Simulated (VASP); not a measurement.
Crystal: PbS.

```
CELL_PARAMETERS angstrom
2.07995 -5.99130 0.00000
2.07995 5.99130 0.00000
0.00000 0.00000 4.27932
ATOMIC_POSITIONS crystal
Pb 0.13056 0.86944 0.25000
Pb 0.86944 0.13056 0.75000
S 0.35480 0.64520 0.25000
S 0.64520 0.35480 0.75000
```

Base run:

* Program: VASP 6.6.1
* Functional: BLYP
* Potentials or basis: VASP PAW PBE potentials, release 64 (Pb_d, S)
* Cutoff: 520 eV
* k mesh: 7 × 7 × 6
* Occupations: fermi-dirac, width 0.05 eV
* Spin: no spin polarisation

Its results: band gap on the k mesh 1.30 eV (least direct gap 1.49 eV); pressure 4.7 GPa; largest force 0.237 eV/Å.

Q: The run is repeated on the same cell with these changes: functional from BLYP to LDA; potentials or basis from VASP PAW PBE potentials, release 64 (Pb_d, S) to VASP PAW LDA potentials, release 64 (Pb_d, S). What comes out?

A: Band gap on the k mesh 1.10 eV (least direct gap 1.28 eV); pressure -3.5 GPa; largest force 0.101 eV/Å.

Caveats: spin-orbit coupling is left out, which moves the levels of the heavy elements; an odd mesh through Γ misses points on the zone boundary, where band edges can lie; the cell stands under pressure (at least some runs); the PAW data sets were made with another functional, which shifts forces and pressure a little (at least some runs); the cell stands under tension (at least some runs).
